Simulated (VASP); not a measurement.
# Ti2C (R-3m) in VASP: further runs, part 2 of 2

VASP 6.6.1.

## (3) Single point, LDA

This run uses another cell than the first one, of 13.19 Å³/atom.

INCAR

```
  PREC = Accurate
  ENCUT = 520
  EDIFF = 1E-6
  ISMEAR = -1
  SIGMA = 0.05
  LREAL = False
  LASPH = True
  NELM = 100
  ALGO = Normal
  ISIF = 2
  LWAVE = False
  LCHARG = False
  GGA = CA
  NBANDS = 21
```

KPOINTS

```
Automatic mesh
0
Gamma
  14 14 14
```

POSCAR

```
Ti2C
1.0
    1.5353000866      0.8864059183      4.8476796605
   -1.5353000866      0.8864059183      4.8476796605
    0.0000000000     -1.7728118366      4.8476796605
Ti C
2 1
Direct
    0.2439514817      0.2439514817      0.2439514817
    0.7560485183      0.7560485183      0.7560485183
    0.5000000000      0.5000000000      0.5000000000
```

Potentials or basis: VASP PAW LDA potentials, release 64 (Ti_sv, C).

Launch:

```console
$ cat potpaw_LDA.64/Ti_sv/POTCAR potpaw_LDA.64/C/POTCAR > POTCAR
$ mpirun -np 1 vasp_std > vasp.out
```

OUTCAR:

```text
PREC = Accurate
   ENCUT = 520
   EDIFF = 1E-6
   ISMEAR = -1
   LREAL = False
   LASPH = True
   NELM = 100
   ISIF = 2
   GGA = CA

 ion  position               nearest neighbor table
   1  0.244  0.244  0.244-   3 2.10   3 2.10   3 2.10   2 2.86   2 2.86   2 2.86
   2  0.756  0.756  0.756-   3 2.10   3 2.10   3 2.10   1 2.86   1 2.86   1 2.86
   3  0.500  0.500  0.500-   1 2.10   1 2.10   2 2.10   2 2.10   1 2.10   2 2.10

  LATTYP: Found a trigonal (rhomboedric) cell.
 ALAT       =     5.1616721999
 COS(alpha) =     0.8230560559

  Lattice vectors:

[... 765 lines left out ...]

  FORCE on cell =-STRESS in cart. coord.  units (eV):
  Direction    XX          YY          ZZ          XY          YZ          ZX
  --------------------------------------------------------------------------------------
  -------------------------------------------------------------------------------------
  Total       -1.6595813     -1.6595813     -1.6695217      0.0000000      0.0000000      0.0000000
  in kB      -67.1735092    -67.1735092    -67.5758594      0.0000000      0.0000000      0.0000000
  external PRESSURE =     -67.3076259 kB  Pullay stress =       0.0000000 kB

 VOLUME and BASIS-vectors are now :
 -----------------------------------------------------------------------------
  energy-cutoff  :      520.00
  volume of cell :       39.58
      direct lattice vectors                 reciprocal lattice vectors
     1.535300087  0.886405918  4.847679660     0.325669232  0.188025219  0.068761419
    -1.535300087  0.886405918  4.847679660    -0.325669232  0.188025219  0.068761419
     0.000000000 -1.772811837  4.847679660     0.000000000 -0.376050437  0.068761419

 POSITION                                       TOTAL-FORCE (eV/Angst)
 -----------------------------------------------------------------------------------
      0.00000      0.00000      3.54780         0.000000      0.000000      0.049289
      0.00000      0.00000     10.99524         0.000000     -0.000000     -0.049289
      0.00000      0.00000      7.27152         0.000000      0.000000      0.000000
 -----------------------------------------------------------------------------------
    total drift:                               -0.000000     -0.000000      0.000000

  FREE ENERGIE OF THE ION-ELECTRON SYSTEM (eV)
  ---------------------------------------------------
  free  energy   TOTEN  =       -29.2997406321 eV

  energy  without entropy=      -29.2835322958  energy(sigma->0) =      -29.29163646
```

Wall time 15 min (1 thread of AMD EPYC 7R13, shared host); peak memory 0.33 GiB.

Results:

- Free energy: -29.2997 eV
- Pressure: -6.7 GPa
- Largest force: 0.049 eV/Å
- Band gap on the k mesh: zero (bands 14 and 15 overlap by 0.88 eV)

Forces on the atoms (eV/Å):
```
Ti   0.000  0.000  0.049
Ti   0.000  0.000 -0.049
C    0.000  0.000  0.000
```

Caveat: the cell stands under tension.

## (4) Single point, LDA

This run uses another cell than the first one, of 5.94 Å³/atom.

INCAR

```
SYSTEM = Ti2C
PREC = Accurate
ENCUT = 520
EDIFF = 1E-6
ISMEAR = -1
SIGMA = 0.05
LREAL = .FALSE.
LASPH = .TRUE.
NELM = 60
ALGO = Normal
ISIF = 2
LWAVE = .FALSE.
LCHARG = .TRUE.
LELF = .TRUE.
LVHAR = .TRUE.
NBANDS = 21
```

KPOINTS

```
regular mesh
0
G
  14 14 14
  0 0 0
```

POSCAR

```
Ti2C
1.0
    1.2874764095      0.7433248516      3.1020901575
   -1.2874764095      0.7433248516      3.1020901575
    0.0000000000     -1.4866497033      3.1020901575
Ti C
2 1
Direct
    0.2649005990      0.2649005990      0.2649005990
    0.7350994010      0.7350994010      0.7350994010
    0.5000000000      0.5000000000      0.5000000000
```

Potentials or basis: VASP PAW LDA potentials, release 64 (Ti_sv, C).

Launch:

```console
$ cat potpaw_LDA.64/Ti_sv/POTCAR potpaw_LDA.64/C/POTCAR > POTCAR
$ mpirun -np 1 vasp_std > vasp.out
```

OUTCAR:

```text
SYSTEM = Ti2C
   PREC = Accurate
   ENCUT = 520
   EDIFF = 1E-6
   ISMEAR = -1
   LREAL = .FALSE.
   LASPH = .TRUE.
   NELM = 60
   ISIF = 2

 ion  position               nearest neighbor table
   1  0.265  0.265  0.265-   3 1.75   3 1.75   3 1.75   2 1.96   2 1.96   2 1.96   3 2.19   2 2.36
                             2 2.36   2 2.36
   2  0.735  0.735  0.735-   3 1.75   3 1.75   3 1.75   1 1.96   1 1.96   1 1.96   3 2.19   1 2.36
                             1 2.36   1 2.36
   3  0.500  0.500  0.500-   1 1.75   1 1.75   2 1.75   2 1.75   1 1.75   2 1.75   2 2.19   1 2.19

  LATTYP: Found a trigonal (rhomboedric) cell.
 ALAT       =     3.4399259709
 COS(alpha) =     0.7198372684

  Lattice vectors:

 A1 = (   1.2874764095,   0.7433248516,   3.1020901575)
 A2 = (  -1.2874764095,   0.7433248516,   3.1020901575)
 A3 = (   0.0000000000,  -1.4866497033,   3.1020901575)

Analysis of symmetry for initial positions (statically):
=====================================================================
 Subroutine PRICEL returns:
 Original cell was already a primitive cell.

 Routine SETGRP: Setting up the symmetry group for a
[... 168 lines left out ...]
  energy without entropy =      -14.16893542  energy(sigma->0) =      -14.17357354

 E-fermi :  20.3700     XC(G=0): -16.6328

 val. band max:       20.3624039379   @ k =   0.5000   0.4286   0.4286
 cond. band min:      20.3743475728   @ k =  -0.3571   0.2143   0.0000
 fundamental gap:      0.0119436349
 Fermi energy:        20.3700348799

 k-point     1 :       0.0000    0.0000    0.0000
  band No.  band energies     occupation
      1     -37.0862      2.00000
      2     -33.3693      2.00000
      3     -14.9088      2.00000
      4     -12.3028      2.00000
      5     -12.3028      2.00000
      6     -10.0328      2.00000
[... 565 lines left out ...]
     20      29.5339      0.00000
     21      29.9911      0.00000

 [... further k-points ...]

------------------------ aborting loop because EDIFF is reached ----------------------------------------

  FORCE on cell =-STRESS in cart. coord.  units (eV):
  Direction    XX          YY          ZZ          XY          YZ          ZX
  --------------------------------------------------------------------------------------
  -------------------------------------------------------------------------------------
  Total       50.2907757     50.2907757     50.6753055      0.0000000     -0.0000000      0.0000000
  in kB     4523.5075314   4523.5075318   4558.0948554      0.0000000     -0.0000000      0.0000000
  external PRESSURE =    4535.0366395 kB  Pullay stress =       0.0000000 kB

 VOLUME and BASIS-vectors are now :
 -----------------------------------------------------------------------------
  energy-cutoff  :      520.00
  volume of cell :       17.81
      direct lattice vectors                 reciprocal lattice vectors
     1.287476409  0.743324852  3.102090158     0.388356630  0.224217805  0.107454431
    -1.287476409  0.743324852  3.102090158    -0.388356630  0.224217805  0.107454431
     0.000000000 -1.486649703  3.102090158     0.000000000 -0.448435610  0.107454431

 POSITION                                       TOTAL-FORCE (eV/Angst)
 -----------------------------------------------------------------------------------
      0.00000     -0.00000      2.46524         0.000000      0.000000     -0.915627
      0.00000     -0.00000      6.84103         0.000000     -0.000000      0.915627
      0.00000     -0.00000      4.65314        -0.000000     -0.000000     -0.000000
 -----------------------------------------------------------------------------------
    total drift:                                0.000000     -0.000000      0.000000

  FREE ENERGIE OF THE ION-ELECTRON SYSTEM (eV)
  ---------------------------------------------------
  free  energy   TOTEN  =       -14.1782116571 eV

  energy  without entropy=      -14.1689354223  energy(sigma->0) =      -14.17357354
```

It took 5 min on 1 thread of AMD EPYC 7R43 (Zen 3), shared host; peak memory 0.19 GiB.

Results:

| Property | Result |
| --- | --- |
| Free energy | -14.1782 eV |
| Pressure | 453.5 GPa |
| Largest force | 0.916 eV/Å |
| Band gap on the k mesh | zero (bands 14 and 15 overlap by 2.63 eV) |

Forces on the atoms (eV/Å):
```
Ti   0.000  0.000 -0.916
Ti   0.000  0.000  0.916
C    0.000  0.000  0.000
```

Stress tensor (GPa, compression positive):
```
452.35   0.00   0.00
  0.00 452.35   0.00
  0.00   0.00 455.81
```

Caveat: the cell stands under pressure.

## (5) The runs side by side

| cell | gap on the mesh (eV) | pressure (GPa) | largest force (eV/Å) |
| --- | --- | --- | --- |
| a = 4.687 Å, angles 35.9°, 3 atoms, atomic positions A | none | 37.3 | 0.07 |
| a = 5.162 Å, angles 34.6°, 3 atoms, atomic positions B | none | -6.7 | 0.05 |
| a = 3.440 Å, angles 44.0°, 3 atoms, atomic positions C | none | 453.5 | 0.92 |

Alike in all rows: task single point; level LDA; potentials or basis VASP PAW LDA potentials, release 64 (Ti_sv, C); no spin polarisation; k mesh 14 × 14 × 14; cutoff (eV) 520; smearing fermi-dirac 0.05 eV.

Caveats: the cell stands under pressure (at least some runs); the cell stands under tension (at least some runs).

Total energies depend on the potentials used, so only differences within one code and one set of settings carry meaning.
